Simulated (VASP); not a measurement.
Crystal: CuO (Tenorite).

```
CELL_PARAMETERS angstrom
2.29679 -1.67842 0.00000
2.29679 1.67842 0.00000
-0.84299 0.00000 4.95615
ATOMIC_POSITIONS crystal
Cu 0.49680 0.00320 0.50000
Cu 0.00320 0.49680 0.00000
O 0.40560 0.57140 0.75370
O 0.57140 0.40560 0.25370
```

Base run:

| Quantity | Value |
| --- | --- |
| Program | VASP 6.6.1 |
| Functional | r2SCAN |
| Potentials or basis | VASP PAW PBE potentials, release 64 (Cu, O) |
| Cutoff | 520 eV |
| k mesh | 10 × 10 × 5 |
| Occupations | fermi-dirac, width 0.05 eV |
| Spin | no spin polarisation |

Its results: band gap on the k mesh zero (band 17 reaches 6.64 eV, above the bottom of band 18 at 6.04 eV); pressure 12.8 GPa; largest force 0.969 eV/Å.

After a change of settings the same cell gave: band gap on the k mesh zero (band 17 reaches 7.00 eV, above the bottom of band 18 at 6.40 eV); pressure 26.0 GPa; largest force 1.019 eV/Å. Which change was it?
A. functional from r2SCAN to RPBE
B. functional from r2SCAN to LDA; potentials or basis from VASP PAW PBE potentials, release 64 (Cu, O) to VASP PAW LDA potentials, release 64 (Cu, O)
C. functional from r2SCAN to PBEsol; further incar settings from ALGO = Normal; EDIFF = 1e-06; NBANDS = 25 to ALGO = Normal; EDIFF = 1e-07; NBANDS = 25

A.

Caveats: the PAW data sets were made with another functional, which shifts forces and pressure a little; semilocal functionals often make such compounds metallic where correlation or magnetic order opens a gap, which also shifts bond lengths.
